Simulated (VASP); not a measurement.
# SnSe2 (P-3m1) in VASP: notebook

Runs on SnSe2. Level: PBEsol. Tasks: vibrations by perturbation theory.

Everything below comes from runs of VASP 6.6.1. Logs are shortened: lines on timing, memory, paths and dates and some standing lists are left out, and cuts for length are marked.

## Step 1: The cell of the first run

The structure is trigonal, space group P-3m1 (No. 164). The conventional cell has a = 3.772 Å, b = 3.772 Å, c = 5.654 Å, α = 90.00°, β = 90.00°, γ = 120.00°. Within 3.6 Å of Sn (site symmetry -3m) lie 6 Se at 2.69 Å. Se (site symmetry 3m) has 3 Sn at 2.69 Å and 3 Se at 3.30 Å within 3.6 Å.

## Step 2: Vibrations by perturbation theory, PBEsol

Contents of INCAR:

```
PREC = Accurate
ENCUT = 520
EDIFF = 1E-8
ISMEAR = 0
SIGMA = 0.01
LREAL = False
LASPH = True
NELM = 100
ALGO = Normal
ISIF = 2
LWAVE = False
LCHARG = False
GGA = PS
NBANDS = 20
IBRION = 8
NSW = 1
```

Contents of KPOINTS:

```
regular mesh
0
Gamma
  8 8 4
```

Contents of POSCAR:

```
SnSe2
1.0
    3.7720135411      0.0000000000      0.0000000000
   -1.8860067706      3.2666595500      0.0000000000
    0.0000000000      0.0000000000      5.6538216294
Sn Se
1 2
Direct
    0.0000000000      0.0000000000      0.0000000000
    0.3333333333      0.6666666667      0.2802401961
    0.6666666667      0.3333333333      0.7197598039
```

Potentials or basis: VASP PAW PBE potentials, release 64 (Sn_d, Se).

Command:

```sh
$ cat potpaw_PBE.64/Sn_d/POTCAR potpaw_PBE.64/Se/POTCAR > POTCAR
$ mpirun -np 1 vasp_std > vasp.out
```

OUTCAR:

```text
PREC = Accurate
   ENCUT = 520
   EDIFF = 1E-8
   ISMEAR = 0
   LREAL = False
   LASPH = True
   NELM = 100
   ISIF = 2
   GGA = PS
   IBRION = 8
   NSW = 1

 ion  position               nearest neighbor table
   1  0.000  0.000  0.000-   2 2.69   3 2.69   3 2.69   2 2.69   3 2.69   2 2.69
   2  0.333  0.667  0.280-   1 2.69   1 2.69   1 2.69
   3  0.667  0.333  0.720-   1 2.69   1 2.69   1 2.69

  LATTYP: Found a hexagonal cell.
 ALAT       =     3.7720135411
 C/A-ratio  =     1.4988868857

  Lattice vectors:

 A1 = (   3.7720135411,   0.0000000000,   0.0000000000)
 A2 = (  -1.8860067706,   3.2666595500,   0.0000000000)
 A3 = (   0.0000000000,   0.0000000000,   5.6538216294)

Analysis of symmetry for initial positions (statically):
=====================================================================
 Subroutine PRICEL returns:
 Original cell was already a primitive cell.

 Routine SETGRP: Setting up the symmetry group for a
 hexagonal supercell.

 Subroutine GETGRP returns: Found 12 space group operations
 (whereof 12 operations were pure point group operations)
 out of a pool of 24 trial point group operations.

The static configuration has the point symmetry D_3d.

Analysis of symmetry for dynamics (positions and initial velocities):
=====================================================================
 Subroutine PRICEL returns:
 Original cell was already a primitive cell.

 Routine SETGRP: Setting up the symmetry group for a
 hexagonal supercell.

 Subroutine GETGRP returns: Found 12 space group operations
 (whereof 12 operations were pure point group operations)
 out of a pool of 24 trial point group operations.

The dynamic configuration has the point symmetry D_3d.

 Subroutine INISYM returns: Found 12 space group operations
 (whereof 12 operations are pure point group operations),
 and found     1 'primitive' translations

[... 727 lines left out ...]
 -----------------------------------------------------------------------------------
      0.00000      0.00000      0.00000         0.000000      0.000000      0.000000
     -0.00000      2.17777      1.58443         0.000000     -0.000000      0.021429
      1.88601      1.08889      4.06939        -0.000000      0.000000     -0.021429
 -----------------------------------------------------------------------------------
    total drift:                               -0.000000     -0.000000     -0.000000

  FREE ENERGIE OF THE ION-ELECTRON SYSTEM (eV)
  ---------------------------------------------------
  free  energy   TOTEN  =       -12.9006612049 eV

  energy  without entropy=      -12.9006612049  energy(sigma->0) =      -12.90066120

[... ionic steps 2 to 3 ...]

--------------------------------------- Ionic step        4  -------------------------------------------

------------------------ aborting loop because EDIFF is reached ----------------------------------------
[... 11 lines left out ...]
[... ionic steps 8 to 8 ...]

--------------------------------------- Ionic step        9  -------------------------------------------

 Free energy of the ion-electron system (eV)
  ---------------------------------------------------
  ---------------------------------------------------
  free energy    TOTEN  =        -0.09607483 eV

  energy without entropy =       -0.09607483

------------------------ aborting loop because EDIFF is reached ----------------------------------------

 INTERNAL STRAIN TENSOR  FOR ION    2  DIRECTION 3   (eV/Angst):
 -----------------------------------------------------------------------------
    -4.87198  0.00000 -0.00000
     0.00000 -4.87198  0.00000
    -0.00000  0.00000-12.89094

 INTERNAL STRAIN TENSOR FOR ION    3 for displacements in x,y,z  (eV/Angst):
          X           Y           Z          XY          YZ          ZX
  --------------------------------------------------------------------------------
  x     0.00000    -0.00000    -0.00000    -1.49009    -0.00000     5.82569
  y    -1.49009     1.49009     0.00000    -0.00000     4.59238    -0.00000
  z     4.87198     4.87198    12.89094    -0.00000     0.00000     0.00000

 SECOND DERIVATIVES (NOT SYMMETRIZED)
 ------------------------------------
               1X          1Y          1Z          2X          2Y          2Z          3X          3Y          3Z
  1X    -5.773561    0.000000    0.000000    2.886780   -0.000000    0.000000    2.886780   -0.000000    0.000000
  1Y     0.000000   -5.773561    0.000000   -0.000000    2.886780    0.000000   -0.000000    2.886780    0.000000
  1Z     0.000000    0.000000  -15.202347    0.000000    0.000000    7.601174    0.000000    0.000000    7.601174
  2X     2.888993   -0.000000   -0.000000   -4.350105    0.000000    0.000000    1.461111   -0.000000   -0.000000
  2Y    -0.000000    2.888993    0.000000    0.000000   -4.350105    0.000000   -0.000000    1.461111    0.000000
  2Z    -0.000000   -0.000000    7.579802    0.000000    0.000000   -8.932481   -0.000000    0.000000    1.352680
  3X     2.888993   -0.000000   -0.000000    1.461111   -0.000000   -0.000000   -4.350105    0.000000    0.000000
  3Y    -0.000000    2.888993    0.000000   -0.000000    1.461111    0.000000    0.000000   -4.350105    0.000000
  3Z    -0.000000   -0.000000    7.579802   -0.000000    0.000000    1.352680    0.000000    0.000000   -8.932481

 Eigenvectors and eigenvalues of the dynamical matrix
 ----------------------------------------------------

   1 f  =    7.399995 THz    46.495538 2PiTHz  246.837255 cm-1    30.603905 meV
             X         Y         Z           dx          dy          dz
      0.000000  0.000000  0.000000     0.000000    0.000000   -0.756016
     -0.000000  2.177773  1.584428     0.000000    0.000000    0.462839
      1.886007  1.088887  4.069394    -0.000000   -0.000000    0.462839
[... 43 lines left out ...]
   9 f/i=    0.005155 THz     0.032391 2PiTHz    0.171961 cm-1     0.021320 meV
             X         Y         Z           dx          dy          dz
      0.000000  0.000000  0.000000    -0.000000    0.000000   -0.654553
     -0.000000  2.177773  1.584428    -0.000000    0.000000   -0.534584
      1.886007  1.088887  4.069394    -0.000000    0.000000   -0.534584

--------------------------------------------------------------------------------------------------------

 ELASTIC MODULI CONTR FROM IONIC RELAXATION (kBar)
 Direction    XX          YY          ZZ          XY          YZ          ZX
 --------------------------------------------------------------------------------
 XX        -123.7245    -88.5757   -280.8665      0.0000     54.1633     -0.0000
 YY         -88.5757   -123.7245   -280.8665      0.0000    -54.1633      0.0000
 ZZ        -280.8665   -280.8665   -743.1553      0.0000      0.0000      0.0000
 XY           0.0000      0.0000      0.0000    -17.5744      0.0000     68.7091
 YZ          54.1633    -54.1633      0.0000      0.0000   -166.9284      0.0000
 ZX          -0.0000      0.0000      0.0000     68.7091      0.0000   -268.6263
 --------------------------------------------------------------------------------
```

stdout:

```text
POSCAR found type information on POSCAR SnSe
 POSCAR found :  2 types and       3 ions
 scaLAPACK will be used
 -----------------------------------------------------------------------------
|                                                                             |
|                                                                             |
|     You enforced a specific xc type in the INCAR file but a different       |
|     I HOPE YOU KNOW WHAT YOU ARE DOING!                                     |
|                                                                             |
 -----------------------------------------------------------------------------

 LDA part: xc-table for (Slater+PW92), standard interpolation
 POSCAR, INCAR and KPOINTS ok, starting setup
 FFT: planning ... GRIDC
 FFT: planning ... GRID_SOFT
 FFT: planning ... GRID
 WAVECAR not read
 entering main loop
 Linear response reoptimize wavefunctions to high precision
 Linear response DOF=           4
 Linear response progress:
 first order change of Fermi-energy  -0.46183E-04
 force on displaced ion       1 direction 1 :  -5.774   0.000   0.000
 Linear response progress:
 first order change of Fermi-energy   0.13021E-04
 force on displaced ion       1 direction 3 :  -0.000   0.000 -15.202
 Linear response progress:
 first order change of Fermi-energy  -0.22655E-04
 force on displaced ion       2 direction 1 :  -4.350  -0.001  -0.000
 Linear response progress:
 first order change of Fermi-energy   0.17117E+01
 force on displaced ion       2 direction 3 :  -0.000  -0.000  -8.932
 Linear response finished
```

Run time: 4.4 min. Hardware: 1 thread of Intel Xeon 6975P-C (Granite Rapids), shared host; peak memory 0.49 GiB.

What came out:

```yaml
Highest_phonon_frequency_at_Γ_LO-TO_splitting_left_out: 247 cm⁻¹
```

Phonon frequencies in cm⁻¹ (negative: imaginary):
```tsv
q point	frequencies
(0.000, 0.000, 0.000)	0 0 0 141 141 152 152 188 247
```

Caveat: the cell stands under pressure or tension, which shifts response properties; the PAW data sets were made with another functional, which shifts forces and pressure a little; spin-orbit coupling is left out, which moves the levels of the heavy elements.

## Step 3: Vibrations by perturbation theory, PBEsol

This run uses another cell than the first one, of 24.16 Å³/atom.

Contents of INCAR:

```
SYSTEM = SnSe2
PREC = Accurate
ENCUT = 520
EDIFF = 1E-8
ISMEAR = 0
SIGMA = 0.01
LREAL = .False.
LASPH = .True.
NELM = 60
ALGO = Normal
ISIF = 2
LWAVE = .False.
LCHARG = .False.
GGA = PS
IBRION = 8
NSW = 1
```

Contents of KPOINTS:

```
Automatic mesh
0
Gamma
  8 8 4
  0 0 0
```

Contents of POSCAR:

```
SnSe2
1.0
    3.7947892132      0.0000000000      0.0000000000
   -1.8973946066      3.2863838607      0.0000000000
    0.0000000000      0.0000000000      5.8120720223
Sn Se
1 2
Direct
    0.0000000000      0.0000000000      0.0000000000
    0.3333333333      0.6666666667      0.2728494514
    0.6666666667      0.3333333333      0.7271505486
```

Potentials or basis: VASP PAW PBE potentials, release 64 (Sn_d, Se).

Command:

```sh
$ cat potpaw_PBE.64/Sn_d/POTCAR potpaw_PBE.64/Se/POTCAR > POTCAR
$ mpirun -np 1 vasp_std > vasp.out
```

OUTCAR:

```text
SYSTEM = SnSe2
   PREC = Accurate
   ENCUT = 520
   EDIFF = 1E-8
   ISMEAR = 0
   LREAL = .False.
   LASPH = .True.
   NELM = 60
   ISIF = 2
   GGA = PS
   IBRION = 8
   NSW = 1

 ion  position               nearest neighbor table
   1  0.000  0.000  0.000-   2 2.70   3 2.70   3 2.70   2 2.70   3 2.70   2 2.70
   2  0.333  0.667  0.273-   1 2.70   1 2.70   1 2.70
   3  0.667  0.333  0.727-   1 2.70   1 2.70   1 2.70

  LATTYP: Found a hexagonal cell.
 ALAT       =     3.7947892132
 C/A-ratio  =     1.5315928490

  Lattice vectors:

 A1 = (   3.7947892132,   0.0000000000,   0.0000000000)
 A2 = (  -1.8973946066,   3.2863838607,   0.0000000000)
 A3 = (   0.0000000000,   0.0000000000,   5.8120720223)

Analysis of symmetry for initial positions (statically):
=====================================================================
[... 736 lines left out ...]
  x     0.00000     0.00000     0.00000    -1.24442     0.00000     5.70284
  y    -1.24442     1.24442    -0.00000     0.00000     4.46458     0.00000
  z     5.09922     5.09922    13.43183     0.00000    -0.00000     0.00000

 SECOND DERIVATIVES (NOT SYMMETRIZED)
 ------------------------------------
               1X          1Y          1Z          2X          2Y          2Z          3X          3Y          3Z
  1X    -5.467311    0.000000    0.000000    2.733656    0.000000    0.000000    2.733656    0.000000    0.000000
  1Y     0.000000   -5.467311    0.000000    0.000000    2.733656    0.000000    0.000000    2.733656    0.000000
  1Z     0.000000    0.000000  -14.910908    0.000000    0.000000    7.455454    0.000000    0.000000    7.455454
  2X     2.741350    0.000000    0.000000   -3.909644    0.000000    0.000000    1.168295    0.000000    0.000000
  2Y     0.000000    2.741350    0.000000    0.000000   -3.909644   -0.000000    0.000000    1.168295    0.000000
  2Z     0.000000   -0.000000    7.473413    0.000000    0.000000   -8.638292    0.000000    0.000000    1.164879
  3X     2.741350    0.000000    0.000000    1.168295    0.000000    0.000000   -3.909644    0.000000    0.000000
  3Y     0.000000    2.741350    0.000000    0.000000    1.168295    0.000000    0.000000   -3.909644   -0.000000
  3Z     0.000000   -0.000000    7.473413    0.000000    0.000000    1.164879    0.000000    0.000000   -8.638292

 Eigenvectors and eigenvalues of the dynamical matrix
 ----------------------------------------------------

   1 f  =    7.336934 THz    46.099317 2PiTHz  244.733783 cm-1    30.343108 meV
             X         Y         Z           dx          dy          dz
      0.000000  0.000000  0.000000     0.000000   -0.000000   -0.755170
     -0.000000  2.190923  1.585821     0.000000   -0.000000    0.463529
      1.897395  1.095461  4.226251    -0.000000    0.000000    0.463529
[... 43 lines left out ...]
   9 f/i=    0.004369 THz     0.027453 2PiTHz    0.145745 cm-1     0.018070 meV
             X         Y         Z           dx          dy          dz
      0.000000  0.000000  0.000000     0.000000    0.000000    0.655529
     -0.000000  2.190923  1.585821     0.000000    0.000000    0.533986
      1.897395  1.095461  4.226251     0.000000    0.000000    0.533986

--------------------------------------------------------------------------------------------------------

 ELASTIC MODULI CONTR FROM IONIC RELAXATION (kBar)
 Direction    XX          YY          ZZ          XY          YZ          ZX
 --------------------------------------------------------------------------------
 XX        -130.7406   -103.7769   -308.8704     -0.0000     48.3686      0.0000
 YY        -103.7769   -130.7406   -308.8704     -0.0000    -48.3686      0.0000
 ZZ        -308.8704   -308.8704   -813.5932     -0.0000      0.0000      0.0000
 XY          -0.0000     -0.0000     -0.0000    -13.4818     -0.0000     61.7837
 YZ          48.3686    -48.3686      0.0000     -0.0000   -173.5313      0.0000
 ZX           0.0000      0.0000      0.0000     61.7837      0.0000   -283.1381
 --------------------------------------------------------------------------------
```

stdout:

```text
POSCAR found type information on POSCAR SnSe
 POSCAR found :  2 types and       3 ions
 scaLAPACK will be used
 -----------------------------------------------------------------------------
|                                                                             |
|                                                                             |
|     You enforced a specific xc type in the INCAR file but a different       |
|     I HOPE YOU KNOW WHAT YOU ARE DOING!                                     |
|                                                                             |
 -----------------------------------------------------------------------------

 LDA part: xc-table for (Slater+PW92), standard interpolation
 POSCAR, INCAR and KPOINTS ok, starting setup
 FFT: planning ... GRIDC
 FFT: planning ... GRID_SOFT
 FFT: planning ... GRID
 WAVECAR not read
 entering main loop
 Linear response reoptimize wavefunctions to high precision
 Linear response DOF=           4
 Linear response progress:
 first order change of Fermi-energy   0.56890E-03
 force on displaced ion       1 direction 1 :  -5.467   0.000   0.000
 Linear response progress:
 first order change of Fermi-energy   0.31076E-02
 force on displaced ion       1 direction 3 :  -0.000  -0.000 -14.911
 Linear response progress:
 first order change of Fermi-energy   0.20503E-03
 force on displaced ion       2 direction 1 :  -3.910  -0.001  -0.001
 Linear response progress:
 first order change of Fermi-energy  -0.58442E+00
 force on displaced ion       2 direction 3 :  -0.000   0.000  -8.638
 Linear response finished
```

It took 6.1 min on 1 thread of Intel Xeon 6975P-C (Granite Rapids), shared host; peak memory 0.54 GiB.

What came out:

- Highest phonon frequency at Γ, LO-TO splitting left out: 245 cm⁻¹

Phonon frequencies in cm⁻¹ (negative: imaginary):
| q point | frequencies |
| --- | --- |
| (0.000, 0.000, 0.000) | 0 0 0 132 132 148 148 184 245 |

Caveat: the cell stands under pressure or tension, which shifts response properties; the PAW data sets were made with another functional, which shifts forces and pressure a little; spin-orbit coupling is left out, which moves the levels of the heavy elements.
